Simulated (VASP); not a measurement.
# BaTiO3 (Pm-3m) in VASP: single point with PBE

Aim: the single point of BaTiO3 with PBE.

Program: VASP 6.6.1. These are calculated values, not measurements. Logs are shortened: lines on timing, memory, paths and dates and some standing lists are left out, and cuts for length are marked.

## 1. The cell of the first run

Symmetry: Pm-3m, No. 221, cubic system. Conventional cell: a = 4.006 Å, b = 4.006 Å, c = 4.006 Å, α = 90.00°, β = 90.00°, γ = 90.00°. Within 3.7 Å of Ba (site symmetry m-3m) lie 12 O at 2.83 Å and 8 Ti at 3.47 Å. Ti (site symmetry m-3m) has 6 O at 2.00 Å within 2.7 Å. O (site symmetry 4/mmm) has 2 Ti at 2.00 Å within 2.7 Å. Within 2.7 Å of O (site symmetry 4/mmm) lie 2 Ti at 2.00 Å.

## 2. Single point, PBE

INCAR reads:

```
SYSTEM = BaTiO3
  PREC = Accurate
  ENCUT = 600
  EDIFF = 1E-6
  ISMEAR = -1
  SIGMA = 0.05
  LREAL = .FALSE.
  LASPH = .TRUE.
  NELM = 120
  ALGO = Normal
  ISIF = 2
  LWAVE = .FALSE.
  LCHARG = .FALSE.
  GGA = PE
  NBANDS = 96
  GGA_COMPAT = .FALSE.
```

KPOINTS reads:

```
regular mesh
0
G
  2 2 4
  0 0 0
```

POSCAR reads:

```
BaTiO3
1.0
    8.0120000000      0.0000000000      0.0000000000
    0.0000000000      8.0120000000      0.0000000000
    0.0000000000      0.0000000000      4.0060000000
Ba Ti O
4 4 12
Direct
    0.2500000000      0.2500000000      0.5000000000
    0.2500000000      0.7500000000      0.5000000000
    0.7500000000      0.2500000000      0.5000000000
    0.7500000000      0.7500000000      0.5000000000
    0.0000000000      0.0000000000      0.0000000000
    0.0000000000      0.5000000000      0.0000000000
    0.5000000000      0.0000000000      0.0000000000
    0.5000000000      0.5000000000      0.0000000000
    0.2500000000      0.0000000000      0.0000000000
    0.0000000000      0.2500000000      0.0000000000
    0.0000000000      0.0000000000      0.5000000000
    0.2500000000      0.5000000000      0.0000000000
    0.0000000000      0.7500000000      0.0000000000
    0.0000000000      0.5000000000      0.5000000000
    0.7500000000      0.0000000000      0.0000000000
    0.5000000000      0.2500000000      0.0000000000
    0.5000000000      0.0000000000      0.5000000000
    0.7500000000      0.5000000000      0.0000000000
    0.5000000000      0.7500000000      0.0000000000
    0.5000000000      0.5000000000      0.5000000000
```

Potentials or basis: VASP PAW PBE potentials, release 64 (Ba_sv, Ti_sv, O).

Launch:

```console
$ cat potpaw_PBE.64/Ba_sv/POTCAR potpaw_PBE.64/Ti_sv/POTCAR potpaw_PBE.64/O/POTCAR > POTCAR
$ mpirun -np 1 vasp_std > vasp.out
```

OUTCAR:

```text
SYSTEM = BaTiO3
   PREC = Accurate
   ENCUT = 600
   EDIFF = 1E-6
   ISMEAR = -1
   LREAL = .FALSE.
   LASPH = .TRUE.
   NELM = 120
   ISIF = 2
   GGA = PE

 ion  position               nearest neighbor table
   1  0.250  0.250  0.500-   9 2.83  10 2.83  11 2.83  12 2.83  14 2.83  16 2.83  17 2.83  20 2.83
                             9 2.83  10 2.83  12 2.83  16 2.83   5 3.47   6 3.47   7 3.47   8 3.47
   2  0.250  0.750  0.500-   9 2.83  11 2.83  12 2.83  13 2.83  14 2.83  17 2.83  19 2.83  20 2.83
                             9 2.83  12 2.83  13 2.83  19 2.83   5 3.47   6 3.47   7 3.47   8 3.47
   3  0.750  0.250  0.500-  10 2.83  11 2.83  14 2.83  15 2.83  16 2.83  17 2.83  18 2.83  20 2.83
                            10 2.83  15 2.83  16 2.83  18 2.83   5 3.47   6 3.47   7 3.47   8 3.47
   4  0.750  0.750  0.500-  11 2.83  13 2.83  14 2.83  15 2.83  17 2.83  18 2.83  19 2.83  20 2.83
                            13 2.83  15 2.83  18 2.83  19 2.83   5 3.47   6 3.47   7 3.47   8 3.47
   5  0.000  0.000  0.000-   9 2.00  10 2.00  11 2.00  13 2.00  15 2.00  11 2.00   3 3.47   4 3.47
                             1 3.47   1 3.47   2 3.47   3 3.47   4 3.47   2 3.47
   6  0.000  0.500  0.000-  10 2.00  12 2.00  13 2.00  14 2.00  18 2.00  14 2.00   3 3.47   4 3.47
                             1 3.47   1 3.47   2 3.47   3 3.47   4 3.47   2 3.47
   7  0.500  0.000  0.000-   9 2.00  15 2.00  16 2.00  17 2.00  19 2.00  17 2.00   3 3.47   4 3.47
                             1 3.47   1 3.47   2 3.47   3 3.47   4 3.47   2 3.47
   8  0.500  0.500  0.000-  12 2.00  16 2.00  18 2.00  19 2.00  20 2.00  20 2.00   3 3.47   4 3.47
                             1 3.47   1 3.47   2 3.47   3 3.47   4 3.47   2 3.47
   9  0.250  0.000  0.000-   5 2.00   7 2.00   1 2.83   2 2.83   1 2.83   2 2.83
  10  0.000  0.250  0.000-   5 2.00   6 2.00   1 2.83   3 2.83   1 2.83   3 2.83
  11  0.000  0.000  0.500-   5 2.00   5 2.00   3 2.83   4 2.83   1 2.83   2 2.83
  12  0.250  0.500  0.000-   6 2.00   8 2.00   1 2.83   2 2.83   1 2.83   2 2.83
  13  0.000  0.750  0.000-   5 2.00   6 2.00   2 2.83   4 2.83   2 2.83   4 2.83
  14  0.000  0.500  0.500-   6 2.00   6 2.00   3 2.83   4 2.83   1 2.83   2 2.83
  15  0.750  0.000  0.000-   5 2.00   7 2.00   3 2.83   4 2.83   3 2.83   4 2.83
  16  0.500  0.250  0.000-   7 2.00   8 2.00   1 2.83   3 2.83   1 2.83   3 2.83
  17  0.500  0.000  0.500-   7 2.00   7 2.00   3 2.83   4 2.83   1 2.83   2 2.83
  18  0.750  0.500  0.000-   6 2.00   8 2.00   3 2.83   4 2.83   3 2.83   4 2.83
  19  0.500  0.750  0.000-   7 2.00   8 2.00   2 2.83   4 2.83   2 2.83   4 2.83
  20  0.500  0.500  0.500-   8 2.00   8 2.00   3 2.83   4 2.83   1 2.83   2 2.83

  LATTYP: Found a simple tetragonal cell.
 ALAT       =     8.0120000000
 C/A-ratio  =     0.5000000000

  Lattice vectors:

 A1 = (   8.0120000000,   0.0000000000,   0.0000000000)
 A2 = (   0.0000000000,   8.0120000000,   0.0000000000)
 A3 = (   0.0000000000,   0.0000000000,   4.0060000000)

Analysis of symmetry for initial positions (statically):
=====================================================================
 Subroutine PRICEL returns following result:

  LATTYP: Found a simple cubic cell.
 ALAT       =     4.0060000000

  Lattice vectors:

 A1 = (   4.0060000000,   0.0000000000,   0.0000000000)
 A2 = (   0.0000000000,   4.0060000000,   0.0000000000)
 A3 = (   0.0000000000,   0.0000000000,   4.0060000000)

   4 primitive cells build up your supercell.

 Routine SETGRP: Setting up the symmetry group for a
 simple tetragonal supercell.

 Subroutine GETGRP returns: Found 16 space group operations
 (whereof 16 operations were pure point group operations)
 out of a pool of 16 trial point group operations.

The static configuration has the point symmetry D_4h.

Analysis of symmetry for dynamics (positions and initial velocities):
=====================================================================
 Subroutine PRICEL returns following result:

  LATTYP: Found a simple cubic cell.
 ALAT       =     4.0060000000

  Lattice vectors:

 A1 = (   4.0060000000,   0.0000000000,   0.0000000000)
 A2 = (   0.0000000000,   4.0060000000,   0.0000000000)
 A3 = (   0.0000000000,   0.0000000000,   4.0060000000)

   4 primitive cells build up your supercell.

 Routine SETGRP: Setting up the symmetry group for a
 simple tetragonal supercell.

 Subroutine GETGRP returns: Found 16 space group operations
 (whereof 16 operations were pure point group operations)
 out of a pool of 16 trial point group operations.

The dynamic configuration has the point symmetry D_4h.

[... 34 lines left out ...]

 KPOINTS: regular mesh

Automatic generation of k-mesh.
 Grid dimensions read from file:
 generate k-points for:    2    2    4

 Generating k-lattice:

  Cartesian coordinates                     Fractional coordinates (reciprocal lattice)
     0.062406390  0.000000000  0.000000000     0.500000000  0.000000000  0.000000000
     0.000000000  0.062406390  0.000000000     0.000000000  0.500000000  0.000000000
     0.000000000  0.000000000  0.062406390     0.000000000  0.000000000  0.250000000

  Length of vectors
     0.062406390  0.062406390  0.062406390

  Shift w.r.t. Gamma in fractional coordinates (k-lattice)
     0.000000000  0.000000000  0.000000000

 Subroutine IBZKPT returns following result:
 ===========================================

 Found      9 irreducible k-points:

 Following reciprocal coordinates:
            Coordinates               Weight
  0.000000  0.000000  0.000000      1.000000
  0.500000  0.000000  0.000000      2.000000
  0.500000  0.500000  0.000000      1.000000
  0.000000  0.000000  0.250000      2.000000
  0.500000  0.000000  0.250000      4.000000
  0.500000  0.500000  0.250000      2.000000
  0.000000  0.000000  0.500000      1.000000
  0.500000  0.000000  0.500000      2.000000
  0.500000  0.500000  0.500000      1.000000
   k-points           NKPTS =      9   k-points in BZ     NKDIM =      9   number of bands    NBANDS=     96
   number of dos      NEDOS =    301   number of ions     NIONS =     20
   total plane-waves  NPLWV = 131072
   dimension x,y,z NGX =    64 NGY =   64 NGZ =   32
   dimension x,y,z NGXF=   128 NGYF=  128 NGZF=   64
   ions per type =               4   4  12
   NGX,Y,Z   is equivalent  to a cutoff of  13.28, 13.28, 13.28 a.u.
   NGXF,Y,Z  is equivalent  to a cutoff of  26.56, 26.56, 26.56 a.u.
 SYSTEM =  BaTiO3
   PREC   = accura    normal or accurate (medium, high low for compatibility)
   ISTART =      0    job   : 0-new  1-cont  2-samecut
   ICHARG =      2    charge: 1-file 2-atom 10-const
   ISPIN  =      1    spin polarized calculation?
   LNONCOLLINEAR =      F non collinear calculations
   LSORBIT =      F    spin-orbit coupling
   LASPH  =      T    aspherical Exc in radial PAW
   ENCUT  =  600.0 eV  44.10 Ry    6.64 a.u.  16.00 16.00  8.00*2*pi/ulx,y,z
   NELM   =    120;   NELMIN=  2; NELMDL= -5     # of ELM steps
   EDIFF  = 0.1E-05   stopping-criterion for ELM
   LREAL  =      F    real-space projection
   EDIFFG = 0.1E-04   stopping-criterion for IOM
   NSW    =      0    number of steps for IOM
   IBRION =     -1    ionic relax: 0-MD 1-quasi-New 2-CG
   NFREE  =      0    steps in history (QN), initial steepest desc. (CG)
   ISIF   =      2    stress and relaxation
   ISYM   =      2    0-nonsym 1-usesym 2-fastsym
   POTIM  = 0.5000    time-step for ionic-motion
   TEBEG  =    0.0;   TEEND  =   0.0 temperature during run
   PSTRESS=    0.0 pullay stress
   NELECT =     160.0000    total number of electrons
   NUPDOWN=      -1.0000    fix difference up-down
   EMIN   =  10.00;   EMAX   =-10.00  energy-range for DOS
   EFERMI =   0.00;   METHOD = LEGACY
   ISMEAR =    -1;   SIGMA  =   0.05  broadening in eV -4-tet -1-fermi 0-gaus
   EFERMI_NEDOS =   21; number of points for ismear=-14 and -15
   IALGO  =     38    algorithm
   IMIX   =      4    mixing-type and parameters
     AMIX     =   0.40;   BMIX     =  1.00
     AMIX_MAG =   1.60;   BMIX_MAG =  1.00
  volume/ion in A,a.u.               =      12.86        86.77
  Fermi-wavevector in a.u.,A,eV,Ry     =   1.397603  2.641087 26.576187  1.953295
  Thomas-Fermi vector in A             =   2.520843
   LORBIT       =      0    0 simple, 1 ext, 2 COOP (PROOUT), +10 PAW based schemes
   GGA     = PE    functional components
   LHFCALC =     F    Hartree Fock is set to
   AEXX    =    0.0000 exact exchange contribution
   IVDW    =     0    specifies the selected vdW correction
   LEPSILON=     F    determine dielectric tensor
   LRPA    =     F    only Hartree local field effects (RPA)
 non-spin polarized calculation
  energy-cutoff  :      600.00
  volume of cell :      257.15
 maximum number of plane-waves:      8664
   NGX = 33   NGY = 33   NGZ = 17

 number of electron     159.9999993 magnetization

 Free energy of the ion-electron system (eV)
  ---------------------------------------------------
  ext. energy  EPLUGINS =         0.00000000
  ---------------------------------------------------
  free energy    TOTEN  =      -159.84105325 eV

  energy without entropy =     -159.84105321  energy(sigma->0) =     -159.84105323

 E-fermi :   4.6858     XC(G=0): -11.2461

 val. band max:        3.8167992498   @ k =   0.0000   0.0000   0.5000
 cond. band min:       5.5387964005   @ k =   0.0000   0.0000   0.0000
 fundamental gap:      1.7219971507
 Fermi energy:         4.6857563601

 k-point     1 :       0.0000    0.0000    0.0000
  band No.  band energies     occupation
      1     -52.8570      2.00000
      2     -52.8560      2.00000
      3     -52.8560      2.00000
      4     -52.8550      2.00000
      5     -29.1170      2.00000
      6     -29.1170      2.00000
[... 844 lines left out ...]
     91       7.4937      0.00000
     92       7.4937      0.00000
 [bands above 92 left out]

------------------------ aborting loop because EDIFF is reached ----------------------------------------

  FORCE on cell =-STRESS in cart. coord.  units (eV):
  Direction    XX          YY          ZZ          XY          YZ          ZX
  --------------------------------------------------------------------------------------
  -------------------------------------------------------------------------------------
  Total        5.2872198      5.2872198      5.2871094      0.0000000      0.0000000     -0.0000000
  in kB       32.9416328     32.9416328     32.9409451      0.0000000      0.0000000     -0.0000000
  external PRESSURE =      32.9414035 kB  Pullay stress =       0.0000000 kB

 VOLUME and BASIS-vectors are now :
 -----------------------------------------------------------------------------
  energy-cutoff  :      600.00
  volume of cell :      257.15
      direct lattice vectors                 reciprocal lattice vectors
     8.012000000  0.000000000  0.000000000     0.124812781  0.000000000  0.000000000
     0.000000000  8.012000000  0.000000000     0.000000000  0.124812781  0.000000000
     0.000000000  0.000000000  4.006000000     0.000000000  0.000000000  0.249625562

 POSITION                                       TOTAL-FORCE (eV/Angst)
 -----------------------------------------------------------------------------------
      2.00300      2.00300      2.00300        -0.000000      0.000000      0.000000
      2.00300      6.00900      2.00300        -0.000000     -0.000000      0.000000
      6.00900      2.00300      2.00300         0.000000      0.000000      0.000000
      6.00900      6.00900      2.00300         0.000000      0.000000     -0.000000
      0.00000      0.00000      0.00000         0.000000     -0.000000      0.000000
      0.00000      4.00600      0.00000        -0.000000     -0.000000     -0.000000
[... 12 lines left out ...]
      4.00600      6.00900      0.00000        -0.000000     -0.000000     -0.000000
      4.00600      4.00600      2.00300         0.000000      0.000000     -0.000000
 -----------------------------------------------------------------------------------
    total drift:                                0.000000      0.000000      0.000000

  FREE ENERGIE OF THE ION-ELECTRON SYSTEM (eV)
  ---------------------------------------------------
  free  energy   TOTEN  =      -159.8410532493 eV

  energy  without entropy=     -159.8410532088  energy(sigma->0) =     -159.84105323
```

Wall time 4.5 min (1 thread of AMD EPYC 9R45 (Zen 5), shared host); peak memory 0.45 GiB.

What came out:

```
Free energy            : -159.8411 eV
Pressure               : 3.3 GPa
Band gap on the k mesh : 1.72 eV
```

Caveat: the cell stands under pressure; spin-orbit coupling is left out, which moves the levels of the heavy elements.
